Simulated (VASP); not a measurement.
# BP (F-43m) in VASP: notebook

The runs below take BP through single point, with LDA.

Program: VASP 6.6.1. These are calculated values, not measurements. Logs are shortened: lines on timing, memory, paths and dates and some standing lists are left out, and cuts for length are marked.

## (1) The cell of the first run

Symmetry: F-43m, No. 216, cubic system. Conventional cell: a = 4.490 Å, b = 4.490 Å, c = 4.490 Å, α = 90.00°, β = 90.00°, γ = 90.00°. P (site symmetry -43m) has 4 B at 1.94 Å within 2.6 Å. Within 2.6 Å of B (site symmetry -43m) lie 4 P at 1.94 Å.

## (2) Single point, LDA

INCAR

```
PREC     = Accurate       # precision mode
ENCUT    = 520            # plane-wave cutoff, eV
EDIFF    = 1E-7           # SCF threshold, eV
ISMEAR   = -1             # smearing method
SIGMA    = 0.05           # smearing width, eV
LREAL    = F              # projectors in reciprocal space
LASPH    = T              # aspherical terms in the spheres
NELM     = 100            # most SCF steps
ALGO     = Normal         # electronic algorithm
ISIF     = 2              # what is computed and relaxed
LWAVE    = F              # write WAVECAR
LCHARG   = F              # write CHGCAR
GGA      = CA             # functional
NBANDS   = 11             # bands
```

KPOINTS

```
regular mesh
0
Gamma
  10 10 10
```

POSCAR

```
BP
1.0
    0.0000000000      2.2451698187      2.2451698187
    2.2451698187      0.0000000000      2.2451698187
    2.2451698187      2.2451698187      0.0000000000
P B
1 1
Direct
    0.7500000000      0.7500000000      0.7500000000
    0.0000000000      0.0000000000      0.0000000000
```

Potentials or basis: VASP PAW LDA potentials, release 64 (P, B).

Run with:

```console
> cat potpaw_LDA.64/P/POTCAR potpaw_LDA.64/B/POTCAR > POTCAR
> mpirun -np 1 vasp_std > vasp.out
```

OUTCAR:

```text
PREC = Accurate
   ENCUT = 520
   EDIFF = 1E-7
   ISMEAR = -1
   LREAL = F
   LASPH = T
   NELM = 100
   ISIF = 2
   GGA = CA

 ion  position               nearest neighbor table
   1  0.750  0.750  0.750-   2 1.94   2 1.94   2 1.94   2 1.94
   2  0.000  0.000  0.000-   1 1.94   1 1.94   1 1.94   1 1.94

  LATTYP: Found a face centered cubic cell.
 ALAT       =     4.4903396374

  Lattice vectors:

 A1 = (   0.0000000000,   2.2451698187,   2.2451698187)
 A2 = (   2.2451698187,   0.0000000000,   2.2451698187)
 A3 = (   2.2451698187,   2.2451698187,   0.0000000000)

Analysis of symmetry for initial positions (statically):
=====================================================================
 Subroutine PRICEL returns:
 Original cell was already a primitive cell.

 Routine SETGRP: Setting up the symmetry group for a
 face centered cubic supercell.

 Subroutine GETGRP returns: Found 24 space group operations
 (whereof 24 operations were pure point group operations)
 out of a pool of 48 trial point group operations.

The static configuration has the point symmetry T_d .

Analysis of symmetry for dynamics (positions and initial velocities):
=====================================================================
 Subroutine PRICEL returns:
 Original cell was already a primitive cell.

 Routine SETGRP: Setting up the symmetry group for a
 face centered cubic supercell.

 Subroutine GETGRP returns: Found 24 space group operations
 (whereof 24 operations were pure point group operations)
 out of a pool of 48 trial point group operations.

The dynamic configuration has the point symmetry T_d .

 Subroutine INISYM returns: Found 24 space group operations
 (whereof 24 operations are pure point group operations),
 and found     1 'primitive' translations

----------------------------------------------------------------------------------------

                                     Primitive cell

  volume of cell :      22.6348

  direct lattice vectors                    reciprocal lattice vectors
     0.000000000  2.245169819  2.245169819    -0.222700303  0.222700303  0.222700303
     2.245169819  0.000000000  2.245169819     0.222700303 -0.222700303  0.222700303
     2.245169819  2.245169819  0.000000000     0.222700303  0.222700303 -0.222700303

  length of vectors
     3.175149607  3.175149607  3.175149607     0.385728240  0.385728240  0.385728240

[... 74 lines left out ...]
   ISPIN  =      1    spin polarized calculation?
   LNONCOLLINEAR =      F non collinear calculations
   LSORBIT =      F    spin-orbit coupling
   LASPH  =      T    aspherical Exc in radial PAW
   ENCUT  =  520.0 eV  38.22 Ry    6.18 a.u.   5.90  5.90  5.90*2*pi/ulx,y,z
   NELM   =    100;   NELMIN=  2; NELMDL= -5     # of ELM steps
   EDIFF  = 0.1E-06   stopping-criterion for ELM
   LREAL  =      F    real-space projection
   EDIFFG = 0.1E-05   stopping-criterion for IOM
   NSW    =      0    number of steps for IOM
   IBRION =     -1    ionic relax: 0-MD 1-quasi-New 2-CG
   NFREE  =      0    steps in history (QN), initial steepest desc. (CG)
   ISIF   =      2    stress and relaxation
   ISYM   =      2    0-nonsym 1-usesym 2-fastsym
   POTIM  = 0.5000    time-step for ionic-motion
   TEBEG  =    0.0;   TEEND  =   0.0 temperature during run
   PSTRESS=    0.0 pullay stress
   NELECT =       8.0000    total number of electrons
   NUPDOWN=      -1.0000    fix difference up-down
   EMIN   =  10.00;   EMAX   =-10.00  energy-range for DOS
[... 5 lines left out ...]
     AMIX     =   0.40;   BMIX     =  1.00
     AMIX_MAG =   1.60;   BMIX_MAG =  1.00
  volume/ion in A,a.u.               =      11.32        76.37
  Fermi-wavevector in a.u.,A,eV,Ry     =   1.157477  2.187314 18.228440  1.339753
  Thomas-Fermi vector in A             =   2.294088
   LORBIT       =      0    0 simple, 1 ext, 2 COOP (PROOUT), +10 PAW based schemes
   GGA     = CA    functional components
   LHFCALC =     F    Hartree Fock is set to
   AEXX    =    0.0000 exact exchange contribution
   IVDW    =     0    specifies the selected vdW correction
   LEPSILON=     F    determine dielectric tensor
   LRPA    =     F    only Hartree local field effects (RPA)
 non-spin polarized calculation
  energy-cutoff  :      520.00
  volume of cell :       22.63
 maximum number of plane-waves:       620
   NGX = 11   NGY = 11   NGZ = 11

 number of electron       8.0000001 magnetization

 Free energy of the ion-electron system (eV)
  ---------------------------------------------------
  ext. energy  EPLUGINS =         0.00000000
  ---------------------------------------------------
  free energy    TOTEN  =       -14.39938355 eV

  energy without entropy =      -14.39938343  energy(sigma->0) =      -14.39938349

 E-fermi :   8.3446     XC(G=0): -11.2191

 val. band max:        7.7878137218   @ k =   0.0000   0.0000   0.0000
 cond. band min:       8.9386421102   @ k =   0.4000   0.4000   0.0000
 fundamental gap:      1.1508283884
 Fermi energy:         8.3446390388

 k-point     1 :       0.0000    0.0000    0.0000
  band No.  band energies     occupation
      1      -7.8840      2.00000
      2       7.7878      1.99997
      3       7.7878      1.99997
      4       7.7878      1.99997
      5      11.2171      0.00000
      6      11.2171      0.00000
      7      11.2171      0.00000
      8      15.6442      0.00000
      9      19.2704      0.00000
     10      20.0633      0.00000
     11      20.0633      0.00000
[... 309 lines left out ...]
 k-point    24 :       0.4000    0.3000    0.0000
  band No.  band energies     occupation
      1      -4.8661      2.00000
      2       1.6326      2.00000
      3       3.6259      2.00000
      4       4.1824      2.00000
      5       9.5274      0.00000
      6      11.3232      0.00000
      7      17.4042      0.00000
      8      17.4294      0.00000
      9      21.9918      0.00000
     10      23.2520      0.00000
     11      25.0933      0.00000

 [... further k-points ...]
[... 5 lines left out ...]
  --------------------------------------------------------------------------------------
  -------------------------------------------------------------------------------------
  Total       -0.0141130     -0.0141130     -0.0141130     -0.0000000      0.0000000      0.0000000
  in kB       -0.9989701     -0.9989701     -0.9989701     -0.0000000      0.0000000      0.0000000
  external PRESSURE =      -0.9989701 kB  Pullay stress =       0.0000000 kB

 VOLUME and BASIS-vectors are now :
 -----------------------------------------------------------------------------
  energy-cutoff  :      520.00
  volume of cell :       22.63
      direct lattice vectors                 reciprocal lattice vectors
     0.000000000  2.245169819  2.245169819    -0.222700303  0.222700303  0.222700303
     2.245169819  0.000000000  2.245169819     0.222700303 -0.222700303  0.222700303
     2.245169819  2.245169819  0.000000000     0.222700303  0.222700303 -0.222700303

 POSITION                                       TOTAL-FORCE (eV/Angst)
 -----------------------------------------------------------------------------------
      3.36775      3.36775      3.36775         0.000000      0.000000      0.000000
      0.00000      0.00000      0.00000        -0.000000     -0.000000     -0.000000
 -----------------------------------------------------------------------------------
    total drift:                               -0.000000     -0.000000     -0.000000

  FREE ENERGIE OF THE ION-ELECTRON SYSTEM (eV)
  ---------------------------------------------------
  free  energy   TOTEN  =       -14.3993835488 eV

  energy  without entropy=      -14.3993834343  energy(sigma->0) =      -14.39938349
```

OSZICAR:

```text
N       E                     dE             d eps       ncg     rms          rms(c)
DAV:   1     0.670649277542E+01    0.67065E+01   -0.39932E+03  1042   0.652E+02
DAV:   2    -0.146900494247E+02   -0.21397E+02   -0.20381E+02  1343   0.109E+02
DAV:   3    -0.152973475723E+02   -0.60730E+00   -0.60607E+00  1324   0.160E+01
DAV:   4    -0.152997657166E+02   -0.24181E-02   -0.24179E-02  1202   0.118E+00
DAV:   5    -0.152997790568E+02   -0.13340E-04   -0.13340E-04  1265   0.860E-02    0.768E+00
DAV:   6    -0.145352967950E+02    0.76448E+00   -0.17096E+00  1172   0.569E+00    0.404E+00
DAV:   7    -0.144122890103E+02    0.12301E+00   -0.28424E-01  1274   0.266E+00    0.132E+00
DAV:   8    -0.143993408050E+02    0.12948E-01   -0.32459E-02  1204   0.977E-01    0.230E-01
DAV:   9    -0.143993867923E+02   -0.45987E-04   -0.80821E-04  1193   0.200E-01    0.165E-01
DAV:  10    -0.143993817069E+02    0.50855E-05   -0.12598E-04  1133   0.640E-02    0.355E-02
DAV:  11    -0.143993840391E+02   -0.23322E-05   -0.83128E-06  1262   0.144E-02    0.431E-02
DAV:  12    -0.143993835395E+02    0.49963E-06   -0.28065E-06  1187   0.700E-03    0.153E-02
DAV:  13    -0.143993835488E+02   -0.93263E-08   -0.82580E-08   643   0.190E-03
   1 F= -.14399384E+02 E0= -.14399383E+02  d E =-.114490E-06
```

stdout:

```text
POSCAR found type information on POSCAR P B
 POSCAR found :  2 types and       2 ions
 scaLAPACK will be used
 LDA part: xc-table for (Slater(with rela. corr.)+CA(PZ))
 , standard interpolation
 POSCAR, INCAR and KPOINTS ok, starting setup
 FFT: planning ... GRIDC
 FFT: planning ... GRID_SOFT
 FFT: planning ... GRID
 WAVECAR not read
 entering main loop
```

It took 10 s on 1 thread of Intel Xeon 8259CL, shared host; peak memory 0.12 GiB.

What came out:

| Item | Value |
| --- | --- |
| Free energy | -14.3994 eV |
| Pressure | -0.1 GPa |
| Band gap on the k mesh | 1.15 eV, indirect (least direct gap 3.43 eV) |

## (3) Single point, LDA

This run uses another cell than the first one, of 11.19 Å³/atom, 0.989 times its volume.

INCAR

```
SYSTEM = BP
  PREC = Accurate
  ENCUT = 520
  EDIFF = 1E-6
  ISMEAR = -1
  SIGMA = 0.05
  LREAL = .False.
  LASPH = .True.
  NELM = 60
  ALGO = Normal
  ISIF = 2
  LWAVE = .False.
  LCHARG = .False.
  NBANDS = 11
```

KPOINTS

```
Automatic mesh
0
Gamma
  10 10 10
  0 0 0
```

POSCAR

```
BP
1.0
    0.0000000000      2.2368507462      2.2368507462
    2.2368507462      0.0000000000      2.2368507462
    2.2368507462      2.2368507462      0.0000000000
P B
1 1
Direct
    0.7500000000      0.7500000000      0.7500000000
    0.0000000000      0.0000000000      0.0000000000
```

Potentials or basis: VASP PAW LDA potentials, release 64 (P, B).

Run with:

```console
> cat potpaw_LDA.64/P/POTCAR potpaw_LDA.64/B/POTCAR > POTCAR
> mpirun -np 1 vasp_std > vasp.out
```

Run time: 10 s. Hardware: 1 thread of Intel Xeon 8259CL, shared host; peak memory 0.12 GiB.

It converged, with:

| Quantity | Value |
| --- | --- |
| Free energy | -14.3979 eV |
| Pressure | 1.9 GPa |
| Band gap on the k mesh | 1.14 eV, indirect (least direct gap 3.45 eV) |

Levels at points of the mesh, in eV from the valence-band top:
```
           k point  band 2  band 3  band 4  band 5  band 6  band 7
(0.00, 0.00, 0.00)    0.00    0.00    0.00    3.45    3.45    3.45
(0.50, 0.00, 0.00)   -9.32   -1.80   -1.80    4.04    4.71    4.71
(0.50, 0.50, 0.00)   -8.70   -4.26   -4.26    1.22    1.52   12.40
```

A k mesh can miss the band edges. A hybrid or GW would open this gap; LDA tends to underestimate it.

[end of part 1 of 2]
